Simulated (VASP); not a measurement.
# Ga: single point with PBE

Crystal: Ga.

```
CELL_PARAMETERS angstrom
2.44102 0.00000 0.00000
0.00000 2.44102 0.00000
0.00000 0.00000 3.35422
ATOMIC_POSITIONS crystal
Ga 0.00000 0.00000 0.50000
```

```yaml
Program: VASP 6.6.1
Task: single point
Functional: PBE
Potentials_or_basis: VASP PAW PBE potentials, release 64 (Ga_d)
Cutoff: 520 eV
k_mesh: 8 × 8 × 6
Occupations: gaussian, width 0.1 eV
Spin: no spin polarisation
Dipole_correction: no
Further_INCAR_settings: ALGO = Fast; EDIFF = 1e-06; NBANDS = 12
```

| Property | Result |
| --- | --- |
| Pressure | 11.4 GPa |

Stress tensor (GPa, compression positive):
```
 22.12   0.00   0.00
  0.00  22.12   0.00
  0.00   0.00 -10.12
```

Levels at points of the mesh, in eV from the Fermi level:
```
           k point  band 5  band 6  band 7  band 8  band 9  band 10
(0.00, 0.00, 0.00)  -14.72  -11.04    2.11    6.00   13.16    13.16
(0.50, 0.00, 0.00)  -14.84   -4.73   -4.27    7.03   11.43    11.71
(0.50, 0.50, 0.00)  -14.46    0.50    0.50    2.14    5.48    12.08
(0.00, 0.00, 0.50)  -14.72   -9.36   -4.53   14.39   14.39    17.30
(0.50, 0.00, 0.50)  -14.76   -3.03   -2.94    0.62    4.08    19.81
(0.50, 0.50, 0.50)  -14.46    1.62    1.62    4.64    5.73     7.22
```

Wall time 5.3 s on 1 thread of Intel(R) Xeon(R) 6975P-C (Granite Rapids) (shared host), peak memory 0.13 GiB.
